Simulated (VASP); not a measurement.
A run of VASP 6.6.1 is set up as follows.

Contents of INCAR:

```
SYSTEM = ZrB2
PREC = Accurate ; ENCUT = 500
EDIFF = 1E-6 ; ISMEAR = 0
SIGMA = 0.2 ; LREAL = .FALSE.
LASPH = .TRUE. ; NELM = 120
ALGO = Normal ; ISIF = 2
LWAVE = .FALSE. ; LCHARG = .TRUE.
GGA = PE ; LELF = .TRUE.
LVHAR = .TRUE. ; NBANDS = 27
GGA_COMPAT = .FALSE.
```

The input KPOINTS:

```
Automatic mesh
0
G
  4 4 4
  0 0 0
```

Contents of POSCAR:

```
ZrB2
1.0
    4.4689470155      0.0000000000      0.0000000000
   -2.2344735077      3.8702216436      0.0000000000
    0.0000000000      0.0000000000      4.7012198181
Zr B
2 4
Direct
    0.3333333333      0.6666666667      0.0000000000
    0.6666666667      0.3333333333      0.0000000000
    0.3333333333      0.6666666667      0.5000000000
    0.6666666667      0.3333333333      0.5000000000
    0.0000000000      0.0000000000      0.8205206380
    0.0000000000      0.0000000000      0.1794793620
```

Potentials or basis: VASP PAW PBE potentials, release 64 (Zr_sv, B).

Command:

```console
$ cat potpaw_PBE.64/Zr_sv/POTCAR potpaw_PBE.64/B/POTCAR > POTCAR
$ mpirun -np 1 vasp_std > vasp.out
```

Problem. Estimate the band gap on the k mesh.

Solution. Zero (band 18 reaches 7.34 eV, above the bottom of band 19 at 6.06 eV).

Problem. What does it give for the largest force?

Solution. 0.014 eV/Å.

Problem. Predict the pressure.

Solution. 0.3 GPa.

Stress tensor (GPa, compression positive):
```
0.19 0.00 0.00
0.00 0.19 0.00
0.00 0.00 0.39
```

Caveat: the k points lie up to 0.41 Å⁻¹ apart.
